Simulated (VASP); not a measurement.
NaF (Villiaumite):

```xyz
2
Lattice="0.0000 2.3200 2.3200 2.3200 0.0000 2.3200 2.3200 2.3200 0.0000" Properties=species:S:1:pos:R:3 pbc="T T T"
Na    0.0000    0.0000    0.0000
F     2.3200    2.3200    2.3200
```

* Program: VASP 6.6.1
* Task: relaxation of cell and atoms
* Functional: LDA
* Potentials or basis: VASP PAW LDA potentials, release 64 (Na_pv, F)
* Cutoff: 600 eV
* k mesh: 8 × 8 × 8
* Occupations: gaussian, width 0.02 eV
* Spin: no spin polarisation

At the start: pressure -4.7 GPa; volume 12.49 Å³/atom.

Q: How do energy, volume and symmetry change on relaxing?

A: Over 4 steps the energy falls by 17.9 meV/atom and the volume is 11.37 Å³/atom (-9.0 %); space group Fm-3m (No. 225, to 0.05 Å).

Step by step:
```csv
step,energy change (eV),largest force (eV/Å),pressure (GPa),volume (Å³)
1,0.0000,0.0000,-4.68,24.97
2,-0.0287,0.0000,-2.31,23.68
3,-0.0357,0.0000,-0.14,22.79
4,-0.0357,0.0000,0.02,22.73
```

Final structure:
```
Na F
1.0
     0.00000    2.24839    2.24839
     2.24839    0.00000    2.24839
     2.24839    2.24839    0.00000
Na F
1 1
Cartesian
  4.4968 2.2484 2.2484
  2.2484 2.2484 2.2484
```
